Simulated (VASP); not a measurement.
BeS5:

```
Be S
1.0
     0.00000    4.09181    4.09181
     4.09181    0.00000    4.09181
     4.09181    4.09181    0.00000
Be S
1 5
Direct
  0.00000 0.00000 0.00000
  0.25000 0.25000 0.25000
  0.12959 0.62347 0.62347
  0.62347 0.62347 0.62347
  0.62347 0.62347 0.12959
  0.62347 0.12959 0.62347
```

The cell was built from a structure type or drawn by symmetry, and may not be a known phase.

```yaml
Program: VASP 6.6.1
Task: relaxation of cell and atoms
Functional: PBE
Potentials_or_basis: VASP PAW PBE potentials, release 64 (Be, S)
Cutoff: 600 eV
k_mesh: 4 × 4 × 4
Occupations: gaussian, width 0.1 eV
Spin: no spin polarisation
```

At the start: pressure -10.4 GPa; volume 22.84 Å³/atom.

Task: Where does the relaxation end?

Result: Over 21 steps the energy falls by 278.0 meV/atom and the volume is 17.62 Å³/atom (-22.8 %); space group F-43m (No. 216, to 0.1 Å) before and after.

Step by step:
```tsv
step	energy change (eV)	largest force (eV/Å)	pressure (GPa)	volume (Å³)
1	0.0000	0.1965	-10.44	137.02
2	-1.4186	0.1404	-4.57	109.57
3	-1.5543	0.0647	-0.69	101.74
4	-1.5568	0.0485	0.08	100.48
5	-1.5574	0.0530	0.10	100.49
6	-1.5593	0.0658	0.14	100.54
7	-1.5642	0.0891	0.26	100.64
8	-1.5793	0.1584	0.57	100.84
9	-1.6345	0.1513	1.60	101.23
10	-1.2121	2.4853	7.78	102.03
11	-1.6389	0.0796	1.82	101.28
12	-1.6407	0.0430	2.15	101.35
13	-1.6407	0.0092	2.07	101.34
14	-1.6461	0.0161	1.77	101.78
15	-1.6572	0.0901	0.91	103.12
16	-1.6586	0.2282	-0.68	105.84
17	-1.6613	0.1689	0.00	104.63
18	-1.6629	0.1498	0.00	104.78
19	-1.6666	0.0862	0.01	105.22
20	-1.6676	0.0667	0.08	106.10
21	-1.6683	0.0009	0.04	105.74
```

Final structure:
```
CELL_PARAMETERS angstrom
0.00000 3.75323 3.75323
3.75323 0.00000 3.75323
3.75323 3.75323 0.00000
ATOMIC_POSITIONS crystal
Be 0.00000 0.00000 0.00000
S 0.25000 0.25000 0.25000
S 0.16825 0.61058 0.61058
S 0.61058 0.61058 0.61058
S 0.61058 0.61058 0.16825
S 0.61058 0.16825 0.61058
```

Caveat: the volume moved by over 15 % at a fixed basis, so the end points are rough.
